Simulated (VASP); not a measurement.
# SnSe (P4mm) in VASP: further runs

SnSe is run at these levels: PBEsol; tasks: single point.

All numbers are computed with VASP 6.6.1; they aren't measurements. Logs are shortened: lines on timing, memory, paths and dates and some standing lists are left out, and cuts for length are marked.

**1. The cell of the first run**

Symmetry: P4mm, No. 99, tetragonal system. Conventional cell: a = 5.946 Å, b = 5.946 Å, c = 5.946 Å, α = 90.00°, β = 90.00°, γ = 90.00°. Within 3.9 Å of Sn (site symmetry 2mm) lie 6 Se at 2.97 Å. Sn (site symmetry 4mm) has 6 Se at 2.87 to 3.07 Å within 3.8 Å. Sn (site symmetry 4mm) has 6 Se at 2.97 Å within 3.9 Å. Se (site symmetry 4mm) has 6 Sn at 2.87 to 3.07 Å within 3.8 Å. Within 3.9 Å of Se (site symmetry 4mm) lie 6 Sn at 2.97 Å. Within 3.9 Å of Se (site symmetry 2mm) lie 6 Sn at 2.97 Å.

**2. Single point, PBEsol (atom 5 (Se) moved -0.100 Å along Cartesian [0 0 1])**

INCAR

```
SYSTEM = SnSe
  PREC = Accurate
  ENCUT = 520
  EDIFF = 1E-7
  ISMEAR = 0
  SIGMA = 0.05
  LREAL = .FALSE.
  LASPH = .TRUE.
  NELM = 80
  ALGO = Normal
  ISIF = 2
  LWAVE = .FALSE.
  LCHARG = .TRUE.
  GGA = PS
  LELF = .TRUE.
  LVHAR = .TRUE.
  NBANDS = 50
```

KPOINTS

```
regular mesh
0
G
  6 6 6
  0 0 0
```

POSCAR

```
SnSe
1.0
    5.9455093302      0.0000000000      0.0000000000
    0.0000000000     -5.9455093302      0.0000000000
    0.0000000000      0.0000000000     -5.9455093302
Sn Se
4 4
Direct
    0.0000000000      0.0000000000      0.0000000000
    0.5000000000      0.5000000000      0.0000000000
    0.5000000000      0.0000000000      0.5000000000
    0.0000000000      0.5000000000      0.5000000000
    0.5000000000      0.0000000000      0.0168194169
    0.0000000000      0.5000000000      0.0000000000
    0.0000000000      0.0000000000      0.5000000000
    0.5000000000      0.5000000000      0.5000000000
```

Potentials or basis: VASP PAW PBE potentials, release 64 (Sn_d, Se).

On the command line:

```
cat potpaw_PBE.64/Sn_d/POTCAR potpaw_PBE.64/Se/POTCAR > POTCAR
mpirun -np 1 vasp_std > vasp.out
```

OUTCAR:

```text
SYSTEM = SnSe
   PREC = Accurate
   ENCUT = 520
   EDIFF = 1E-7
   ISMEAR = 0
   LREAL = .FALSE.
   LASPH = .TRUE.
   NELM = 80
   ISIF = 2
   GGA = PS

 ion  position               nearest neighbor table
   1  0.000  0.000  0.000-   6 2.97   7 2.97   7 2.97   6 2.97   5 2.97   5 2.97
   2  0.500  0.500  0.000-   6 2.97   8 2.97   8 2.97   6 2.97   5 2.97   5 2.97
   3  0.500  0.000  0.500-   5 2.87   7 2.97   8 2.97   8 2.97   7 2.97   5 3.07
   4  0.000  0.500  0.500-   6 2.97   7 2.97   8 2.97   6 2.97   7 2.97   8 2.97
   5  0.500  0.000  0.017-   3 2.87   2 2.97   1 2.97   2 2.97   1 2.97   3 3.07
   6  0.000  0.500  0.000-   1 2.97   2 2.97   4 2.97   4 2.97   1 2.97   2 2.97
   7  0.000  0.000  0.500-   1 2.97   3 2.97   4 2.97   1 2.97   4 2.97   3 2.97
   8  0.500  0.500  0.500-   2 2.97   3 2.97   4 2.97   2 2.97   3 2.97   4 2.97

  LATTYP: Found a simple cubic cell.
 ALAT       =     5.9455093302

  Lattice vectors:

 A1 = (   5.9455093302,   0.0000000000,   0.0000000000)
 A2 = (   0.0000000000,  -5.9455093302,   0.0000000000)
 A3 = (   0.0000000000,   0.0000000000,  -5.9455093302)

Analysis of symmetry for initial positions (statically):
=====================================================================
 Subroutine PRICEL returns:
 Original cell was already a primitive cell.

 Routine SETGRP: Setting up the symmetry group for a
 simple cubic supercell.

 Subroutine GETGRP returns: Found  8 space group operations
 (whereof  4 operations were pure point group operations)
 out of a pool of 48 trial point group operations.

The static configuration has the point symmetry C_2v.
 The point group associated with its full space group is C_4v.

Analysis of symmetry for dynamics (positions and initial velocities):
=====================================================================
 Subroutine PRICEL returns:
 Original cell was already a primitive cell.

 Routine SETGRP: Setting up the symmetry group for a
 simple cubic supercell.

 Subroutine GETGRP returns: Found  8 space group operations
 (whereof  4 operations were pure point group operations)
 out of a pool of 48 trial point group operations.

The dynamic configuration has the point symmetry C_2v.
 The point group associated with its full space group is C_4v.

 Subroutine INISYM returns: Found  8 space group operations
 (whereof  4 operations are pure point group operations),
 and found     1 'primitive' translations

----------------------------------------------------------------------------------------

                                     Primitive cell

  volume of cell :     210.1683

  direct lattice vectors                    reciprocal lattice vectors
     5.945509330  0.000000000  0.000000000     0.168194169  0.000000000  0.000000000
     0.000000000 -5.945509330  0.000000000     0.000000000 -0.168194169  0.000000000
     0.000000000  0.000000000 -5.945509330     0.000000000  0.000000000 -0.168194169

  length of vectors
     5.945509330  5.945509330  5.945509330     0.168194169  0.168194169  0.168194169

  position of ions in fractional coordinates (direct lattice)
     0.000000000  0.000000000  0.000000000
     0.500000000  0.500000000  0.000000000
     0.500000000  0.000000000  0.500000000
     0.000000000  0.500000000  0.500000000
     0.500000000  0.000000000  0.016819417
     0.000000000  0.500000000  0.000000000
     0.000000000  0.000000000  0.500000000
     0.500000000  0.500000000  0.500000000

  ion indices of the primitive-cell ions
   primitive index   ion index
                 1           1
                 2           2
                 3           3
                 4           4
                 5           5
                 6           6
                 7           7
                 8           8

----------------------------------------------------------------------------------------

 KPOINTS: regular mesh

Automatic generation of k-mesh.
 Grid dimensions read from file:
 generate k-points for:    6    6    6

 Generating k-lattice:

  Cartesian coordinates                     Fractional coordinates (reciprocal lattice)
     0.028032361  0.000000000  0.000000000     0.166666667  0.000000000  0.000000000
     0.000000000 -0.028032361  0.000000000     0.000000000  0.166666667  0.000000000
     0.000000000  0.000000000 -0.028032361     0.000000000  0.000000000  0.166666667

  Length of vectors
     0.028032361  0.028032361  0.028032361

  Shift w.r.t. Gamma in fractional coordinates (k-lattice)
     0.000000000  0.000000000  0.000000000

 Subroutine IBZKPT returns following result:
 ===========================================

 Found     40 irreducible k-points:

 Following reciprocal coordinates:
            Coordinates               Weight
  0.000000  0.000000  0.000000      1.000000
  0.166667  0.000000  0.000000      4.000000
  0.000000  0.000000  0.166667      2.000000
  0.333333  0.000000  0.000000      4.000000
  0.000000  0.000000  0.333333      2.000000
  0.500000  0.000000  0.000000      2.000000
[... 16 lines left out ...]
  0.166667  0.166667  0.166667      8.000000
  0.333333  0.166667  0.166667     16.000000
 [... further k-points ...]
   k-points           NKPTS =     40   k-points in BZ     NKDIM =     40   number of bands    NBANDS=     50
   number of dos      NEDOS =    301   number of ions     NIONS =      8
   total plane-waves  NPLWV = 110592
   dimension x,y,z NGX =    48 NGY =   48 NGZ =   48
   dimension x,y,z NGXF=    96 NGYF=   96 NGZF=   96
   ions per type =               4   4
   NGX,Y,Z   is equivalent  to a cutoff of  13.42, 13.42, 13.42 a.u.
   NGXF,Y,Z  is equivalent  to a cutoff of  26.84, 26.84, 26.84 a.u.
 SYSTEM =  SnSe
   PREC   = accura    normal or accurate (medium, high low for compatibility)
   ISTART =      0    job   : 0-new  1-cont  2-samecut
   ICHARG =      2    charge: 1-file 2-atom 10-const
   ISPIN  =      1    spin polarized calculation?
   LNONCOLLINEAR =      F non collinear calculations
   LSORBIT =      F    spin-orbit coupling
   LASPH  =      T    aspherical Exc in radial PAW
   ENCUT  =  520.0 eV  38.22 Ry    6.18 a.u.  11.05 11.05 11.05*2*pi/ulx,y,z
   NELM   =     80;   NELMIN=  2; NELMDL= -5     # of ELM steps
   EDIFF  = 0.1E-06   stopping-criterion for ELM
   LREAL  =      F    real-space projection
   EDIFFG = 0.1E-05   stopping-criterion for IOM
   NSW    =      0    number of steps for IOM
   IBRION =     -1    ionic relax: 0-MD 1-quasi-New 2-CG
   NFREE  =      0    steps in history (QN), initial steepest desc. (CG)
   ISIF   =      2    stress and relaxation
   ISYM   =      2    0-nonsym 1-usesym 2-fastsym
   POTIM  = 0.5000    time-step for ionic-motion
   TEBEG  =    0.0;   TEEND  =   0.0 temperature during run
   PSTRESS=    0.0 pullay stress
   NELECT =      80.0000    total number of electrons
   NUPDOWN=      -1.0000    fix difference up-down
   EMIN   =  10.00;   EMAX   =-10.00  energy-range for DOS
   EFERMI =   0.00;   METHOD = LEGACY
   ISMEAR =     0;   SIGMA  =   0.05  broadening in eV -4-tet -1-fermi 0-gaus
   EFERMI_NEDOS =   21; number of points for ismear=-14 and -15
   IALGO  =     38    algorithm
   IMIX   =      4    mixing-type and parameters
     AMIX     =   0.40;   BMIX     =  1.00
     AMIX_MAG =   1.60;   BMIX_MAG =  1.00
  volume/ion in A,a.u.               =      26.27       177.29
  Fermi-wavevector in a.u.,A,eV,Ry     =   1.186449  2.242064 19.152396  1.407661
  Thomas-Fermi vector in A             =   2.322622
   LORBIT       =      0    0 simple, 1 ext, 2 COOP (PROOUT), +10 PAW based schemes
   GGA     = PS    functional components
   LHFCALC =     F    Hartree Fock is set to
   AEXX    =    0.0000 exact exchange contribution
   IVDW    =     0    specifies the selected vdW correction
   LEPSILON=     F    determine dielectric tensor
   LRPA    =     F    only Hartree local field effects (RPA)
 non-spin polarized calculation
 Gauss-broadening in eV      SIGMA  =   0.05
  energy-cutoff  :      520.00
  volume of cell :      210.17
 maximum number of plane-waves:      5695
 NGX is ok and might be reduce to    48
   NGX = 23   NGY = 23   NGZ = 23

 number of electron      79.9999972 magnetization

 Free energy of the ion-electron system (eV)
  ---------------------------------------------------
  ext. energy  EPLUGINS =         0.00000000
  ---------------------------------------------------
  free energy    TOTEN  =       -35.90061069 eV

  energy without entropy =      -35.90060754  energy(sigma->0) =      -35.90060911

 E-fermi :   6.0154     XC(G=0):  -9.9431

 val. band max:        5.8902939605   @ k =   0.3333   0.5000   0.5000
 cond. band min:       6.1366343949   @ k =   0.3333   0.5000   0.5000
 fundamental gap:      0.2463404344
 Fermi energy:         6.0153744818

 k-point     1 :       0.0000    0.0000    0.0000
  band No.  band energies     occupation
      1     -15.6504      2.00000
      2     -15.6467      2.00000
      3     -15.6438      2.00000
      4     -15.6213      2.00000
      5     -15.6188      2.00000
      6     -15.6188      2.00000
[... 42 lines left out ...]
     49      11.4005      0.00000
     50      11.4089      0.00000

 k-point     2 :       0.1667    0.0000    0.0000
  band No.  band energies     occupation
      1     -15.6476      2.00000
      2     -15.6443      2.00000
      3     -15.6413      2.00000
      4     -15.6195      2.00000
      5     -15.6183      2.00000
      6     -15.6171      2.00000
[... 42 lines left out ...]
     49      11.0240      0.00000
     50      11.2485      0.00000

 k-point     3 :       0.0000    0.0000    0.1667
  band No.  band energies     occupation
      1     -15.6483      2.00000
      2     -15.6437      2.00000
      3     -15.6411      2.00000
      4     -15.6210      2.00000
      5     -15.6171      2.00000
      6     -15.6171      2.00000
[... 42 lines left out ...]
     49      11.1163      0.00000
     50      11.2370      0.00000

 k-point     4 :       0.3333    0.0000    0.0000
  band No.  band energies     occupation
      1     -15.6411      2.00000
      2     -15.6386      2.00000
      3     -15.6352      2.00000
      4     -15.6197      2.00000
      5     -15.6171      2.00000
      6     -15.6147      2.00000
[... 999 lines left out ...]
 k-point    23 :       0.1667    0.1667    0.1667
  band No.  band energies     occupation
      1     -15.6431      2.00000
      2     -15.6396      2.00000
      3     -15.6367      2.00000
      4     -15.6177      2.00000
      5     -15.6161      2.00000
      6     -15.6155      2.00000
[... 42 lines left out ...]
     49      10.2238      0.00000
     50      10.4825      0.00000

 k-point    24 :       0.3333    0.1667    0.1667
  band No.  band energies     occupation
      1     -15.6371      2.00000
      2     -15.6349      2.00000
      3     -15.6319      2.00000
      4     -15.6197      2.00000
      5     -15.6144      2.00000
      6     -15.6139      2.00000
[... 42 lines left out ...]
     49       9.7941      0.00000
     50       9.8555      0.00000

 [... further k-points ...]
[... 5 lines left out ...]
  --------------------------------------------------------------------------------------
  -------------------------------------------------------------------------------------
  Total        0.1709903      0.1709903      0.3263011      0.0000000      0.0000000      0.0000000
  in kB        1.3035114      1.3035114      2.4874935      0.0000000      0.0000000      0.0000000
  external PRESSURE =       1.6981721 kB  Pullay stress =       0.0000000 kB

 VOLUME and BASIS-vectors are now :
 -----------------------------------------------------------------------------
  energy-cutoff  :      520.00
  volume of cell :      210.17
      direct lattice vectors                 reciprocal lattice vectors
     5.945509330  0.000000000  0.000000000     0.168194169  0.000000000  0.000000000
     0.000000000 -5.945509330  0.000000000     0.000000000 -0.168194169  0.000000000
     0.000000000  0.000000000 -5.945509330     0.000000000  0.000000000 -0.168194169

 POSITION                                       TOTAL-FORCE (eV/Angst)
 -----------------------------------------------------------------------------------
      0.00000      0.00000      0.00000         0.000000      0.000000     -0.014521
      2.97275     -2.97275      0.00000         0.000000      0.000000     -0.014521
      2.97275      0.00000     -2.97275         0.000000      0.000000     -0.032054
      0.00000     -2.97275     -2.97275         0.000000      0.000000      0.012287
      2.97275      0.00000     -0.10000         0.000000      0.000000      0.134969
      0.00000     -2.97275      0.00000         0.000000      0.000000     -0.010413
      0.00000      0.00000     -2.97275         0.000000      0.000000     -0.037873
      2.97275     -2.97275     -2.97275         0.000000      0.000000     -0.037873
 -----------------------------------------------------------------------------------
    total drift:                                0.000000     -0.000000     -0.000034

  FREE ENERGIE OF THE ION-ELECTRON SYSTEM (eV)
  ---------------------------------------------------
  free  energy   TOTEN  =       -35.9006106889 eV

  energy  without entropy=      -35.9006075361  energy(sigma->0) =      -35.90060911
```

Run time: 4.3 min. Hardware: 1 thread of Intel Xeon 6975P-C (Granite Rapids), shared host; peak memory 0.53 GiB.

What came out:

```yaml
Free_energy: -35.9006 eV
Pressure: 0.2 GPa
Largest_force: 0.135 eV/Å
Band_gap_on_the_k_mesh: 0.25 eV
```

Forces in eV/Å, atoms in the order of the input:
```
Sn   0.000  0.000 -0.015
Sn   0.000  0.000 -0.015
Sn   0.000  0.000 -0.032
Sn   0.000  0.000  0.012
Se   0.000  0.000  0.135
Se   0.000  0.000 -0.010
Se   0.000  0.000 -0.038
Se   0.000  0.000 -0.038
```

Stress tensor (GPa, compression positive):
```
0.13 0.00 0.00
0.00 0.13 0.00
0.00 0.00 0.25
```

Levels at points of the mesh, in eV from the valence-band top:
```tsv
k point	band 37	band 38	band 39	band 40	band 41	band 42	band 43	band 44
(0.00, 0.00, 0.00)	-3.84	-2.31	-2.31	-2.31	2.76	2.76	2.77	4.39
(0.50, 0.00, 0.00)	-1.78	-1.77	-0.82	-0.81	1.45	1.46	2.16	2.16
(0.00, 0.00, 0.50)	-1.87	-1.68	-0.81	-0.80	1.43	1.45	2.04	2.31
(0.50, 0.50, 0.00)	-0.65	-0.65	-0.64	-0.63	1.20	1.20	1.21	1.21
(0.00, 0.50, 0.50)	-0.72	-0.69	-0.58	-0.57	1.11	1.11	1.25	1.30
(0.50, 0.50, 0.50)	-0.14	-0.14	-0.14	-0.14	0.66	0.67	0.67	0.68
```

Caveat: the cell differs from its parent crystal (atom 5 (Se) moved -0.100 Å along Cartesian [0 0 1]); the PAW data sets were made with another functional, which shifts forces and pressure a little; spin-orbit coupling is left out, which moves the levels of the heavy elements.

**3. Single point, PBEsol (atom 5 (Se) moved +0.080 Å along Cartesian [0 0 1])**

INCAR

```
PREC     = Accurate       # precision mode
ENCUT    = 520            # plane-wave cutoff, eV
EDIFF    = 1E-6           # SCF threshold, eV
ISMEAR   = 0              # smearing method
SIGMA    = 0.05           # smearing width, eV
LREAL    = False          # projectors in reciprocal space
LASPH    = True           # aspherical terms in the spheres
NELM     = 100            # most SCF steps
ALGO     = Normal         # electronic algorithm
ISIF     = 2              # what is computed and relaxed
LWAVE    = False          # write WAVECAR
LCHARG   = True           # write CHGCAR
GGA      = PS             # functional
LELF     = True           # ELF
LVHAR    = True         
NBANDS   = 50             # bands
```

KPOINTS

```
regular mesh
0
Gamma
  6 6 6
```

Edit POSCAR of step 2 so:

```diff
@@ -12,3 +12,3 @@
     0.0000000000      0.5000000000      0.5000000000
-    0.5000000000      0.0000000000      0.0168194169
+    0.5000000000      0.0000000000     -0.0134555335
     0.0000000000      0.5000000000      0.0000000000
```

Potentials or basis: VASP PAW PBE potentials, release 64 (Sn_d, Se).

On the command line:

```
cat potpaw_PBE.64/Sn_d/POTCAR potpaw_PBE.64/Se/POTCAR > POTCAR
mpirun -np 1 vasp_std > vasp.out
```

Wall time 3.7 min (1 thread of Intel Xeon 6975P-C (Granite Rapids), shared host); peak memory 0.53 GiB.

The run converged. Its results:

```
Free energy            : -35.9030 eV
Pressure               : 0.1 GPa
Largest force          : 0.103 eV/Å
Band gap on the k mesh : 0.26 eV
```

Forces on the atoms (eV/Å):
```
Sn   0.000  0.000  0.012
Sn   0.000  0.000  0.012
Sn   0.000  0.000  0.021
Sn   0.000  0.000 -0.010
Se   0.000  0.000 -0.103
Se   0.000  0.000  0.008
Se   0.000  0.000  0.030
Se   0.000  0.000  0.030
```

Stress tensor (GPa, compression positive):
```
0.12 0.00 0.00
0.00 0.12 0.00
0.00 0.00 0.20
```

Levels at points of the mesh, in eV from the valence-band top:
```tsv
k point	band 36	band 37	band 38	band 39	band 40	band 41	band 42	band 43	band 44	band 45
(0.00, 0.00, 0.00)	-3.84	-3.83	-2.31	-2.31	-2.31	2.77	2.77	2.78	4.40	4.40
(0.50, 0.00, 0.00)	-3.15	-1.77	-1.76	-0.81	-0.81	1.46	1.46	2.16	2.16	3.67
(0.00, 0.00, 0.50)	-3.13	-1.84	-1.69	-0.81	-0.80	1.45	1.46	2.07	2.29	3.68
(0.50, 0.50, 0.00)	-2.20	-0.64	-0.64	-0.63	-0.63	1.21	1.21	1.21	1.21	1.71
(0.00, 0.50, 0.50)	-2.15	-0.69	-0.67	-0.58	-0.58	1.14	1.14	1.25	1.29	1.65
(0.50, 0.50, 0.50)	-2.05	-0.13	-0.13	-0.13	-0.13	0.68	0.68	0.68	0.69	1.17
```

Caveat: the cell differs from its parent crystal (atom 5 (Se) moved +0.080 Å along Cartesian [0 0 1]); the PAW data sets were made with another functional, which shifts forces and pressure a little; spin-orbit coupling is left out, which moves the levels of the heavy elements. A k mesh can miss the band edges.
